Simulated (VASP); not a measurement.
# Pt (Im-3m) in VASP: settings compared, part 2 of 2

VASP 6.6.1.

## 5. Relaxation of cell and atoms, B3LYP

Contents of POSCAR:

```
Pt
1.0
   -1.5842200000      1.5842200000      1.5842200000
    1.5842200000     -1.5842200000      1.5842200000
    1.5842200000      1.5842200000     -1.5842200000
Pt
1
Direct
    0.0000000000      0.0000000000      0.0000000000
```

Contents of INCAR.step1:

```
SYSTEM = Pt
PREC = Accurate
ENCUT = 600
EDIFF = 1E-5
ISMEAR = -1
SIGMA = 0.05
LREAL = .FALSE.
LASPH = .TRUE.
NELM = 80
ALGO = Normal
LWAVE = .TRUE.
LCHARG = .FALSE.
GGA = PE
NBANDS = 11
```

Contents of INCAR.step2:

```
SYSTEM = Pt
PREC = Accurate
ENCUT = 600
EDIFF = 1E-6
ISMEAR = -1
SIGMA = 0.05
LREAL = .FALSE.
LASPH = .TRUE.
NELM = 80
ALGO = Normal
ISIF = 3
LWAVE = .FALSE.
LCHARG = .FALSE.
GGA = B3
LHFCALC = .TRUE.
AEXX = 0.2
AGGAX = 0.72
AGGAC = 0.81
ALDAC = 0.19
PRECFOCK = Normal
IBRION = 2
NSW = 60
EDIFFG = -0.01
ISTART = 1
```

Contents of KPOINTS:

```
Automatic mesh
0
G
  6 6 6
  0 0 0
```

Potentials or basis: VASP PAW PBE potentials, release 64 (Pt).

Started as:

```
cat potpaw_PBE.64/Pt/POTCAR > POTCAR
cp INCAR.step1 INCAR
mpirun -np 1 vasp_std > vasp.out
cp INCAR.step2 INCAR
mpirun -np 1 vasp_std > vasp.out
```

OUTCAR:

```text
SYSTEM = Pt
   PREC = Accurate
   ENCUT = 600
   EDIFF = 1E-6
   ISMEAR = -1
   LREAL = .FALSE.
   LASPH = .TRUE.
   NELM = 80
   ISIF = 3
   GGA = B3
   LHFCALC = .TRUE.
   AEXX = 0.2
   PRECFOCK = Normal
   IBRION = 2
   NSW = 60
   EDIFFG = -0.01
   ISTART = 1

 ion  position               nearest neighbor table
   1  0.000  0.000  0.000-

  LATTYP: Found a body centered cubic cell.
 ALAT       =     3.1684400000

  Lattice vectors:

 A1 = (  -1.5842200000,   1.5842200000,   1.5842200000)
 A2 = (   1.5842200000,  -1.5842200000,   1.5842200000)
[... 179 lines left out ...]
  Direction    XX          YY          ZZ          XY          YZ          ZX
  --------------------------------------------------------------------------------------
  -------------------------------------------------------------------------------------
  Total        0.5621638      0.5621638      0.5621638     -0.0000000      0.0000000     -0.0000000
  in kB       56.6326619     56.6326619     56.6326619     -0.0000000      0.0000000     -0.0000000
  external PRESSURE =      56.6326619 kB  Pullay stress =       0.0000000 kB
[... 92 lines left out ...]
--------------------------------------- Ionic step        4  -------------------------------------------

 number of electron      10.0000000 magnetization

 Free energy of the ion-electron system (eV)
  ---------------------------------------------------
  ext. energy  EPLUGINS =         0.00000000
  ---------------------------------------------------
  free energy    TOTEN  =        -6.18929737 eV

  energy without entropy =       -6.18610942  energy(sigma->0) =       -6.18770339

 E-fermi :   9.4988     XC(G=0): -10.3011

 val. band max:        8.8032492434   @ k =   0.3333   0.0000   0.0000
 cond. band min:       9.6187386157   @ k =  -0.3333   0.5000   0.1667
 fundamental gap:      0.8154893724
 Fermi energy:         9.4988398638

 k-point     1 :       0.0000    0.0000    0.0000
  band No.  band energies     occupation
      1      -0.3740      2.00000
      2       5.4392      2.00000
      3       5.4392      2.00000
      4       5.4392      2.00000
      5       7.7837      2.00000
      6       7.7837      2.00000
      7      28.3394      0.00000
      8      28.3394      0.00000
      9      28.3394      0.00000
[... 206 lines left out ...]
  FREE ENERGIE OF THE ION-ELECTRON SYSTEM (eV)
  ---------------------------------------------------
  free  energy   TOTEN  =        -6.1892973654 eV

  energy  without entropy=       -6.1861094162  energy(sigma->0) =       -6.18770339

 reached required accuracy - stopping structural energy minimisation
```

OUTCAR.step1:

```text
SYSTEM = Pt
   PREC = Accurate
   ENCUT = 600
   EDIFF = 1E-5
   ISMEAR = -1
   LREAL = .FALSE.
[... 432 lines left out ...]
 -----------------------------------------------------------------------------------
      0.00000      0.00000      0.00000        -0.000000     -0.000000      0.000000
 -----------------------------------------------------------------------------------
    total drift:                               -0.000000      0.000000     -0.000000

  FREE ENERGIE OF THE ION-ELECTRON SYSTEM (eV)
  ---------------------------------------------------
  free  energy   TOTEN  =        -6.0039355510 eV

  energy  without entropy=       -5.9974991952  energy(sigma->0) =       -6.00071737
```

Run time: 23 min. Hardware: 1 thread of AMD EPYC 9R45 (Zen 5), shared host; peak memory 0.14 GiB.

Results:

- Free energy: -6.1893 eV
- Relaxed volume: 16.29 Å³/atom
- Relaxed cell: a = 2.766 Å, b = 2.766 Å, c = 2.766 Å, α = 109.47°, β = 109.47°, γ = 109.47°
- Space group after relaxing (to 0.1 Å): Im-3m (No. 229)
- Energy gained by relaxing: 6.8 meV/atom
- Ionic steps: 4
- Pressure after relaxing: 0.0 GPa
- Band gap on the k mesh: zero (bands 5 and 6 overlap by 3.06 eV)

Step by step:
| step | energy change (eV) | largest force (eV/Å) | pressure (GPa) | volume (Å³) |
| --- | --- | --- | --- | --- |
| 1 | 0.0000 | 0.0000 | 5.66 | 15.90 |
| 2 | 0.0259 | 0.0000 | -10.49 | 17.23 |
| 3 | -0.0068 | 0.0000 | -0.11 | 16.30 |
| 4 | -0.0068 | 0.0000 | 0.00 | 16.29 |

Final structure:
```
CELL_PARAMETERS angstrom
-1.59709 1.59709 1.59709
1.59709 -1.59709 1.59709
1.59709 1.59709 -1.59709
ATOMIC_POSITIONS crystal
Pt 0.00000 0.00000 0.00000
```

Levels at points of the mesh, in eV from the Fermi level:
```csv
k point,band 3,band 4,band 5,band 6,band 7,band 8
"(0.00, 0.00, 0.00)",-4.06,-4.06,-1.72,-1.72,18.84,18.84
"(0.50, 0.00, 0.00)",-1.81,-1.30,1.16,1.46,7.40,14.86
"(0.50, 0.50, 0.50)",0.92,0.92,0.92,8.95,8.95,8.95
```

Caveat: the k points lie up to 0.46 Å⁻¹ apart in the final cell, too coarse for converged energies and pressures of a metal; the PAW data sets were made with another functional, which shifts forces and pressure a little; spin-orbit coupling is left out, which moves the levels of the heavy elements.

## 6. Single point, HSE06

This run uses another cell than the first one, of 16.54 Å³/atom.

Contents of POSCAR:

```
Pt
1.0
   -1.6050673907      1.6050673907      1.6050673907
    1.6050673907     -1.6050673907      1.6050673907
    1.6050673907      1.6050673907     -1.6050673907
Pt
1
Direct
    0.0000000000      0.0000000000      0.0000000000
```

Contents of INCAR.step1:

```
SYSTEM = Pt
PREC     = Accurate       ! precision mode
ENCUT    = 520            ! plane-wave cutoff, eV
EDIFF    = 1E-5           ! SCF threshold, eV
ISMEAR   = -1             ! smearing method
SIGMA    = 0.05           ! smearing width, eV
LREAL    = .FALSE.        ! projectors in reciprocal space
LASPH    = .TRUE.         ! aspherical terms in the spheres
NELM     = 100            ! most SCF steps
ALGO     = Normal         ! electronic algorithm
ISIF     = 2              ! what is computed and relaxed
LWAVE    = .TRUE.         ! write WAVECAR
LCHARG   = .FALSE.        ! write CHGCAR
NBANDS   = 11             ! bands
GGA      = PE             ! functional
```

Contents of INCAR.step2:

```
SYSTEM = Pt
PREC     = Accurate       ! precision mode
ENCUT    = 520            ! plane-wave cutoff, eV
EDIFF    = 1E-7           ! SCF threshold, eV
ISMEAR   = -1             ! smearing method
SIGMA    = 0.05           ! smearing width, eV
LREAL    = .FALSE.        ! projectors in reciprocal space
LASPH    = .TRUE.         ! aspherical terms in the spheres
NELM     = 100            ! most SCF steps
ALGO     = Normal         ! electronic algorithm
ISIF     = 2              ! what is computed and relaxed
LWAVE    = .FALSE.        ! write WAVECAR
LCHARG   = .FALSE.        ! write CHGCAR
GGA      = PE             ! functional
LHFCALC  = .TRUE.         ! exact exchange
HFSCREEN = 0.2079         ! screening, 1/A
PRECFOCK = Normal       
NBANDS   = 11             ! bands
ISTART   = 1
```

Contents of KPOINTS:

```
Automatic mesh
0
G
  8 8 8
  0 0 0
```

Potentials or basis: VASP PAW PBE potentials, release 64 (Pt).

Started as:

```
cat potpaw_PBE.64/Pt/POTCAR > POTCAR
cp INCAR.step1 INCAR
mpirun -np 1 vasp_std > vasp.out
cp INCAR.step2 INCAR
mpirun -np 1 vasp_std > vasp.out
```

Wall time 39 min (1 thread of AMD EPYC 7R43 (Zen 3), shared host); peak memory 0.22 GiB.

The run converged. Its results:

```
Free energy            : -6.7370 eV
Pressure               : -15.1 GPa
Band gap on the k mesh : zero (bands 5 and 6 overlap by 2.68 eV)
```

Levels at points of the mesh, in eV from the Fermi level:
```tsv
k point	band 2	band 3	band 4	band 5	band 6	band 7	band 8	band 9
(0.00, 0.00, 0.00)	-3.84	-3.84	-3.84	-1.68	-1.68	18.38	18.38	18.38
(0.50, 0.00, 0.00)	-5.32	-1.74	-1.28	0.62	1.10	7.02	14.40	16.88
(0.50, 0.50, 0.50)	-6.68	0.47	0.47	0.47	8.49	8.49	8.49	13.82
```

Caveat: the cell stands under tension; the PAW data sets were made with another functional, which shifts forces and pressure a little; spin-orbit coupling is left out, which moves the levels of the heavy elements.

## 7. The runs side by side

| task | level | cell | k mesh | cutoff (eV) | share of exact exchange | screening parameter | gap on the mesh (eV) | pressure (GPa) |
| --- | --- | --- | --- | --- | --- | --- | --- | --- |
| single point | B3LYP | a = 2.744 Å, angles 109.5°, 1 atom | 6 × 6 × 6 | 520 | 0.2 | - | none | 5.6 |
| single point | HSE06 | a = 2.744 Å, angles 109.5°, 1 atom | 6 × 6 × 6 | 520 | 0.25 | 0.2079 1/Å | none | -8.7 |
| single point | B3LYP | a = 2.761 Å, angles 109.5°, 1 atom | 6 × 6 × 6 | 520 | 0.2 | - | none | 1.1 |
| relaxation of cell and atoms | B3LYP | relaxed from a = 2.744 Å, angles 109.5°, 1 atom | 6 × 6 × 6 | 600 | 0.2 | - | none | 0.0 |
| single point | HSE06 | a = 2.780 Å, angles 109.5°, 1 atom | 8 × 8 × 8 | 520 | 0.25 | 0.2079 1/Å | none | -15.1 |

Alike in all rows: potentials or basis VASP PAW PBE potentials, release 64 (Pt); no spin polarisation; smearing fermi-dirac 0.05 eV.

Caveats: some runs use coarse meshes; the PAW data sets were made with another functional, which shifts forces and pressure a little; spin-orbit coupling is left out, which moves the levels of the heavy elements; the cell stands under tension (at least some runs).

Absolute energies hang on the potentials; compare differences alone.
